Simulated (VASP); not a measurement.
Runs of VASP 6.6.1 on LiH. Symmetry: Fm-3m, No. 225, cubic system. The conventional cell has a = 3.997 Å, b = 3.997 Å, c = 3.997 Å, α = 90.00°, β = 90.00°, γ = 90.00°. Li (site symmetry m-3m) has 6 H at 2.00 Å within 2.6 Å. Within 2.6 Å of H (site symmetry m-3m) lie 6 Li at 2.00 Å. 

```csv
level,k mesh,smearing,grid for exact exchange (PRECFOCK),share of exact exchange,screening parameter,gap on the mesh (eV)
PBE-based screened hybrid with 40 % exact exchange,6 × 6 × 6,gaussian 0.01 eV,Normal,0.4,0.1 1/Å,5.11
HSE06,6 × 6 × 6,gaussian 0.01 eV,Normal,0.25,0.2079 1/Å,(b)
PBE,8 × 8 × 8,gaussian 0.001 eV,-,-,-,2.97
r2SCAN,8 × 8 × 8,gaussian 0.01 eV,-,-,-,(c)
PBE-based screened hybrid with 40 % exact exchange,6 × 6 × 6,gaussian 0.01 eV,Normal,0.4,0.2078 1/Å,4.59
PBEsol,8 × 8 × 8,gaussian 0.01 eV,-,-,-,(a)
PBE-based screened hybrid with 15 % exact exchange,6 × 6 × 6,gaussian 0.01 eV,Normal,0.15,0.5 1/Å,3.27
PBE,4 × 4 × 4,gaussian 0.01 eV,-,-,-,2.96
PBE,8 × 8 × 8,gaussian 0.01 eV,-,-,-,2.97
PBE-based screened hybrid with 5 % exact exchange,6 × 6 × 6,gaussian 0.01 eV,Normal,0.05,0.2078 1/Å,3.17
PBE,5 × 5 × 5,gaussian 0.01 eV,-,-,-,4.00
```

Alike in all rows: task single point; potentials or basis VASP PAW PBE potentials, release 64 (Li_sv, H); no spin polarisation; cell as given; cutoff (eV) 520.

Question: Fill in the values left out.

Answer: (a) 2.74; (b) 3.97; (c) 3.58.

Caveats: some runs use coarse meshes; an odd mesh through Γ misses points on the zone boundary, where band edges can lie (at least some runs).
